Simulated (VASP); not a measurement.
# Ta (Fd-3m) in VASP: further runs

The runs below take Ta through single point, with LDA.

Everything below comes from runs of VASP 6.6.1. Logs are shortened: lines on timing, memory, paths and dates and some standing lists are left out, and cuts for length are marked.

### 1 The cell of the first run

The structure is cubic, space group Fd-3m (No. 227). Conventional cell: a = 5.391 Å, b = 5.391 Å, c = 5.391 Å, α = 90.00°, β = 90.00°, γ = 90.00°. Within 3.1 Å of Ta (site symmetry -43m) lie 4 Ta at 2.33 Å.

### 2 Single point, LDA (volume scaled by 0.75)

INCAR reads:

```
ALGO = Normal
EDIFF = 1E-6
ENCUT = 520
GGA = CA
ISIF = 2
ISMEAR = -1
LASPH = True
LCHARG = True
LELF = True
LREAL = False
LVHAR = True
LWAVE = False
NBANDS = 18
NELM = 100
PREC = Accurate
SIGMA = 0.08
```

KPOINTS reads:

```
k-points
0
Gamma
  13 13 13
```

POSCAR reads:

```
Ta
1.0
    0.0000000000      2.6953096699      2.6953096699
    2.6953096699      0.0000000000      2.6953096699
    2.6953096699      2.6953096699      0.0000000000
Ta
2
Direct
   -0.1250000000     -0.1250000000     -0.1250000000
    0.1250000000      0.1250000000      0.1250000000
```

Potentials or basis: VASP PAW LDA potentials, release 64 (Ta_pv).

Command:

```console
cat potpaw_LDA.64/Ta_pv/POTCAR > POTCAR
mpirun -np 1 vasp_std > vasp.out
```

OUTCAR:

```text
EDIFF = 1E-6
   ENCUT = 520
   GGA = CA
   ISIF = 2
   ISMEAR = -1
   LASPH = True
   LREAL = False
   NELM = 100
   PREC = Accurate

 ion  position               nearest neighbor table
   1  0.875  0.875  0.875-   2 2.33   2 2.33   2 2.33   2 2.33
   2  0.125  0.125  0.125-   1 2.33   1 2.33   1 2.33   1 2.33

  LATTYP: Found a face centered cubic cell.
 ALAT       =     5.3906193398

  Lattice vectors:

 A1 = (   0.0000000000,   2.6953096699,   2.6953096699)
 A2 = (   2.6953096699,   0.0000000000,   2.6953096699)
 A3 = (   2.6953096699,   2.6953096699,   0.0000000000)

Analysis of symmetry for initial positions (statically):
=====================================================================
 Subroutine PRICEL returns:
 Original cell was already a primitive cell.

 Routine SETGRP: Setting up the symmetry group for a
 face centered cubic supercell.

 Subroutine GETGRP returns: Found 48 space group operations
 (whereof 12 operations were pure point group operations)
 out of a pool of 48 trial point group operations.

The static configuration has the point symmetry D_3d.
 The point group associated with its full space group is O_h .

Analysis of symmetry for dynamics (positions and initial velocities):
=====================================================================
 Subroutine PRICEL returns:
 Original cell was already a primitive cell.

 Routine SETGRP: Setting up the symmetry group for a
 face centered cubic supercell.

 Subroutine GETGRP returns: Found 48 space group operations
 (whereof 12 operations were pure point group operations)
 out of a pool of 48 trial point group operations.

The dynamic configuration has the point symmetry D_3d.
 The point group associated with its full space group is O_h .

 Subroutine INISYM returns: Found 48 space group operations
 (whereof 12 operations are pure point group operations),
 and found     1 'primitive' translations

----------------------------------------------------------------------------------------

                                     Primitive cell

  volume of cell :      39.1612

  direct lattice vectors                    reciprocal lattice vectors
     0.000000000  2.695309670  2.695309670    -0.185507441  0.185507441  0.185507441
     2.695309670  0.000000000  2.695309670     0.185507441 -0.185507441  0.185507441
     2.695309670  2.695309670  0.000000000     0.185507441  0.185507441 -0.185507441

  length of vectors
     3.811743490  3.811743490  3.811743490     0.321308313  0.321308313  0.321308313

  position of ions in fractional coordinates (direct lattice)
     0.875000000  0.875000000  0.875000000
     0.125000000  0.125000000  0.125000000

  ion indices of the primitive-cell ions
   primitive index   ion index
                 1           1
                 2           2

----------------------------------------------------------------------------------------

 KPOINTS: k-points

Automatic generation of k-mesh.
 Grid dimensions read from file:
 generate k-points for:   13   13   13

 Generating k-lattice:

  Cartesian coordinates                     Fractional coordinates (reciprocal lattice)
    -0.014269803  0.014269803  0.014269803     0.076923077  0.000000000  0.000000000
     0.014269803 -0.014269803  0.014269803     0.000000000  0.076923077  0.000000000
     0.014269803  0.014269803 -0.014269803     0.000000000  0.000000000  0.076923077

  Length of vectors
     0.024716024  0.024716024  0.024716024

  Shift w.r.t. Gamma in fractional coordinates (k-lattice)
     0.000000000  0.000000000  0.000000000

 Subroutine IBZKPT returns following result:
 ===========================================

 Found     84 irreducible k-points:

 Following reciprocal coordinates:
            Coordinates               Weight
  0.000000  0.000000  0.000000      1.000000
  0.076923  0.000000  0.000000      8.000000
  0.153846  0.000000  0.000000      8.000000
  0.230769  0.000000  0.000000      8.000000
  0.307692  0.000000  0.000000      8.000000
  0.384615  0.000000  0.000000      8.000000
[... 16 lines left out ...]
  0.384615  0.153846  0.000000     24.000000
  0.461538  0.153846  0.000000     24.000000
 [... further k-points ...]
   k-points           NKPTS =     84   k-points in BZ     NKDIM =     84   number of bands    NBANDS=     18
   number of dos      NEDOS =    301   number of ions     NIONS =      2
   total plane-waves  NPLWV =  21952
   dimension x,y,z NGX =    28 NGY =   28 NGZ =   28
   dimension x,y,z NGXF=    56 NGYF=   56 NGZF=   56
   ions per type =               2
   NGX,Y,Z   is equivalent  to a cutoff of  12.21, 12.21, 12.21 a.u.
   NGXF,Y,Z  is equivalent  to a cutoff of  24.42, 24.42, 24.42 a.u.
 SYSTEM =  unknown system
   PREC   = accura    normal or accurate (medium, high low for compatibility)
   ISTART =      0    job   : 0-new  1-cont  2-samecut
   ICHARG =      2    charge: 1-file 2-atom 10-const
   ISPIN  =      1    spin polarized calculation?
   LNONCOLLINEAR =      F non collinear calculations
   LSORBIT =      F    spin-orbit coupling
   LASPH  =      T    aspherical Exc in radial PAW
   ENCUT  =  520.0 eV  38.22 Ry    6.18 a.u.   7.09  7.09  7.09*2*pi/ulx,y,z
   NELM   =    100;   NELMIN=  2; NELMDL= -5     # of ELM steps
   EDIFF  = 0.1E-05   stopping-criterion for ELM
   LREAL  =      F    real-space projection
   EDIFFG = 0.1E-04   stopping-criterion for IOM
   NSW    =      0    number of steps for IOM
   IBRION =     -1    ionic relax: 0-MD 1-quasi-New 2-CG
   NFREE  =      0    steps in history (QN), initial steepest desc. (CG)
   ISIF   =      2    stress and relaxation
   ISYM   =      2    0-nonsym 1-usesym 2-fastsym
   POTIM  = 0.5000    time-step for ionic-motion
   TEBEG  =    0.0;   TEEND  =   0.0 temperature during run
   PSTRESS=    0.0 pullay stress
   NELECT =      22.0000    total number of electrons
   NUPDOWN=      -1.0000    fix difference up-down
   EMIN   =  10.00;   EMAX   =-10.00  energy-range for DOS
   EFERMI =   0.00;   METHOD = LEGACY
   ISMEAR =    -1;   SIGMA  =   0.08  broadening in eV -4-tet -1-fermi 0-gaus
   EFERMI_NEDOS =   21; number of points for ismear=-14 and -15
   IALGO  =     38    algorithm
   IMIX   =      4    mixing-type and parameters
     AMIX     =   0.40;   BMIX     =  1.00
     AMIX_MAG =   1.60;   BMIX_MAG =  1.00
  volume/ion in A,a.u.               =      19.58       132.14
  Fermi-wavevector in a.u.,A,eV,Ry     =   1.350819  2.552677 24.826702  1.824711
  Thomas-Fermi vector in A             =   2.478292
   LORBIT       =      0    0 simple, 1 ext, 2 COOP (PROOUT), +10 PAW based schemes
   GGA     = CA    functional components
   LHFCALC =     F    Hartree Fock is set to
   AEXX    =    0.0000 exact exchange contribution
   IVDW    =     0    specifies the selected vdW correction
   LEPSILON=     F    determine dielectric tensor
   LRPA    =     F    only Hartree local field effects (RPA)
 non-spin polarized calculation
  energy-cutoff  :      520.00
  volume of cell :       39.16
 maximum number of plane-waves:      1067
   NGX = 15   NGY = 15   NGZ = 15

 number of electron      22.0000005 magnetization

 Free energy of the ion-electron system (eV)
  ---------------------------------------------------
  ext. energy  EPLUGINS =         0.00000000
  ---------------------------------------------------
  free energy    TOTEN  =       -18.41451005 eV

  energy without entropy =      -18.35825330  energy(sigma->0) =      -18.38638168

 E-fermi :   4.5633     XC(G=0): -11.9412

 val. band max:        4.5533677287   @ k =  -0.0769   0.0769   0.0000
 cond. band min:       4.5661588260   @ k =   0.4615   0.3077   0.0000
 fundamental gap:      0.0127910974
 Fermi energy:         4.5633406687

 k-point     1 :       0.0000    0.0000    0.0000
  band No.  band energies     occupation
      1     -29.9705      2.00000
      2     -29.9705      2.00000
      3     -29.9705      2.00000
      4     -27.9391      2.00000
      5     -27.9391      2.00000
      6     -27.9391      2.00000
[... 10 lines left out ...]
     17      12.9449      0.00000
     18      15.7791      0.00000

 k-point     2 :       0.0769    0.0000    0.0000
  band No.  band energies     occupation
      1     -29.9867      2.00000
      2     -29.9867      2.00000
      3     -29.9721      2.00000
      4     -27.9378      2.00000
      5     -27.9199      2.00000
      6     -27.9199      2.00000
[... 10 lines left out ...]
     17      12.9033      0.00000
     18      15.6023      0.00000

 k-point     3 :       0.1538    0.0000    0.0000
  band No.  band energies     occupation
      1     -30.0300      2.00000
      2     -30.0300      2.00000
      3     -29.9774      2.00000
      4     -27.9330      2.00000
      5     -27.8682      2.00000
      6     -27.8682      2.00000
[... 10 lines left out ...]
     17      12.7756      0.00000
     18      15.4574      0.00000

 k-point     4 :       0.2308    0.0000    0.0000
  band No.  band energies     occupation
      1     -30.0878      2.00000
      2     -30.0878      2.00000
      3     -29.9868      2.00000
      4     -27.9233      2.00000
      5     -27.7986      2.00000
      6     -27.7986      2.00000
[... 10 lines left out ...]
     17      12.5488      0.00000
     18      15.3749      0.00000

 k-point     5 :       0.3077    0.0000    0.0000
  band No.  band energies     occupation
      1     -30.1456      2.00000
      2     -30.1456      2.00000
      3     -29.9991      2.00000
      4     -27.9094      2.00000
      5     -27.7283      2.00000
      6     -27.7283      2.00000
[... 10 lines left out ...]
     17      12.2026      0.00000
     18      14.1907      0.00000

 k-point     6 :       0.3846    0.0000    0.0000
  band No.  band energies     occupation
      1     -30.1910      2.00000
      2     -30.1910      2.00000
      3     -30.0112      2.00000
      4     -27.8951      2.00000
      5     -27.6725      2.00000
      6     -27.6725      2.00000
[... 10 lines left out ...]
     17      11.7444      0.00000
     18      12.3225      0.00000

 k-point     7 :       0.4615    0.0000    0.0000
  band No.  band energies     occupation
      1     -30.2158      2.00000
      2     -30.2158      2.00000
      3     -30.0187      2.00000
      4     -27.8860      2.00000
      5     -27.6419      2.00000
      6     -27.6419      2.00000
[... 10 lines left out ...]
     17      11.3169      0.00000
     18      11.3169      0.00000

 k-point     8 :       0.0769    0.0769    0.0000
  band No.  band energies     occupation
      1     -30.0067      2.00000
      2     -30.0067      2.00000
      3     -29.9420      2.00000
      4     -27.9727      2.00000
      5     -27.8966      2.00000
      6     -27.8966      2.00000
[... 10 lines left out ...]
     17      13.0871      0.00000
     18      15.5193      0.00000
[... 229 lines left out ...]
     17      13.0544      0.00000
     18      15.5146      0.00000

 k-point    20 :       0.1538    0.1538    0.0000
  band No.  band energies     occupation
      1     -30.1001      2.00000
      2     -30.1001      2.00000
      3     -29.8581      2.00000
      4     -28.0701      2.00000
      5     -27.7855      2.00000
      6     -27.7855      2.00000
[... 10 lines left out ...]
     17      13.2623      0.00000
     18      15.1917      0.00000

 k-point    21 :       0.2308    0.1538    0.0000
  band No.  band energies     occupation
      1     -30.1625      2.00000
      2     -30.1592      2.00000
      3     -29.8095      2.00000
      4     -28.1237      2.00000
      5     -27.7140      2.00000
      6     -27.7124      2.00000
[... 10 lines left out ...]
     17      13.2339      0.00000
     18      15.2411      0.00000

 k-point    22 :       0.3077    0.1538    0.0000
  band No.  band energies     occupation
      1     -30.2357      2.00000
      2     -30.2156      2.00000
      3     -29.7709      2.00000
      4     -28.1601      2.00000
      5     -27.6447      2.00000
      6     -27.6307      2.00000
[... 10 lines left out ...]
     17      13.0164      0.00000
     18      15.2181      0.00000

 k-point    23 :       0.3846    0.1538    0.0000
  band No.  band energies     occupation
      1     -30.3092      2.00000
      2     -30.2576      2.00000
      3     -29.7421      2.00000
      4     -28.1817      2.00000
      5     -27.5924      2.00000
      6     -27.5511      2.00000
[... 10 lines left out ...]
     17      12.5483      0.00000
     18      13.5254      0.00000

 k-point    24 :       0.4615    0.1538    0.0000
  band No.  band energies     occupation
      1     -30.3690      2.00000
      2     -30.2775      2.00000
      3     -29.7267      2.00000
      4     -28.1882      2.00000
      5     -27.5669      2.00000
      6     -27.4873      2.00000
[... 10 lines left out ...]
     17      11.7812      0.00000
     18      11.9496      0.00000

 [... further k-points ...]
[... 5 lines left out ...]
  --------------------------------------------------------------------------------------
  -------------------------------------------------------------------------------------
  Total        9.7462352      9.7462352      9.7462352     -0.0000000     -0.0000000      0.0000000
  in kB      398.7415251    398.7415251    398.7415251     -0.0000000     -0.0000000      0.0000000
  external PRESSURE =     398.7415251 kB  Pullay stress =       0.0000000 kB

 VOLUME and BASIS-vectors are now :
 -----------------------------------------------------------------------------
  energy-cutoff  :      520.00
  volume of cell :       39.16
      direct lattice vectors                 reciprocal lattice vectors
     0.000000000  2.695309670  2.695309670    -0.185507441  0.185507441  0.185507441
     2.695309670  0.000000000  2.695309670     0.185507441 -0.185507441  0.185507441
     2.695309670  2.695309670  0.000000000     0.185507441  0.185507441 -0.185507441

 POSITION                                       TOTAL-FORCE (eV/Angst)
 -----------------------------------------------------------------------------------
      4.71679      4.71679      4.71679         0.000000     -0.000000     -0.000000
      0.67383      0.67383      0.67383        -0.000000      0.000000      0.000000
 -----------------------------------------------------------------------------------
    total drift:                                0.000000     -0.000000     -0.000000

  FREE ENERGIE OF THE ION-ELECTRON SYSTEM (eV)
  ---------------------------------------------------
  free  energy   TOTEN  =       -18.4145100529 eV

  energy  without entropy=      -18.3582533019  energy(sigma->0) =      -18.38638168
```

Wall time 16 s (1 thread of Intel Xeon 6975P-C (Granite Rapids), shared host); peak memory 0.17 GiB.

What came out:

```
Free energy            : -18.4145 eV
Pressure               : 39.9 GPa
Band gap on the k mesh : zero (band 11 reaches 5.03 eV, above the bottom of band 12 at 3.61 eV)
```

Caveat: spin-orbit coupling is left out, which moves the levels of the heavy elements.

(Continued in part 2 of 2.)
